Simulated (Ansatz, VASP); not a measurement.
**ZrO2: VASP beside Ansatz**

```
CELL_PARAMETERS angstrom
3.59610 0.00000 0.00000
0.00000 3.59610 0.00000
0.00000 0.00000 5.17700
ATOMIC_POSITIONS crystal
Zr 0.00000 0.00000 0.00000
Zr 0.50000 0.50000 0.50000
O 0.00000 0.50000 0.20300
O 0.00000 0.50000 0.70300
O 0.50000 0.00000 0.29700
O 0.50000 0.00000 0.79700
```

Alike in both runs: task relaxation of the atoms; functional PBE; k mesh 8 × 8 × 6; occupations fermi-dirac, width 0.02 eV; no spin polarisation.

```csv
,VASP,Ansatz
version,VASP 6.6.1,Ansatz 0.2.0
potentials or method,"VASP PAW PBE potentials, release 64 (Zr_sv, O)","plane-wave PAW, scalar-relativistic"
plane-wave cutoff (eV),520,420
valence electrons in the cell,48,48
```

VASP gave:

```
gap on the k mesh at the Fermi level, each at its own relaxed structure (eV) : 4.01
```

Problem. What did Ansatz give for the same quantities?

Solution. gap on the k mesh at the Fermi level, each at its own relaxed structure (eV): 4.02.

Ansatz's warnings: stress scf threshold loose.
